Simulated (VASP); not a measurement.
The system is ZnSe (Stilleite).

```
Se Zn
1.0
     0.00000    2.77595    2.77595
     2.77595    0.00000    2.77595
     2.77595    2.77595    0.00000
Se Zn
1 1
Direct
  0.75000 0.75000 0.75000
  0.00000 0.00000 0.00000
```

Program: VASP 6.6.1. Alike in all runs: task single point; potentials or basis VASP PAW PBE potentials, release 64 (Se, Zn); no spin polarisation; cell as given; k mesh 8 × 8 × 8; cutoff (eV) 520; smearing fermi-dirac 0.05 eV.

Question: Order these runs on this cell by their pressure, lowest first.
A. level r2SCAN+D4
B. level revPBE
C. level PBE
D. level PBEsol+D3(BJ)

Answer: D (1.2 GPa), A (3.8 GPa), C (7.1 GPa), B (8.8 GPa).

Caveats: the PAW data sets were made with another functional, which shifts forces and pressure a little (some runs).
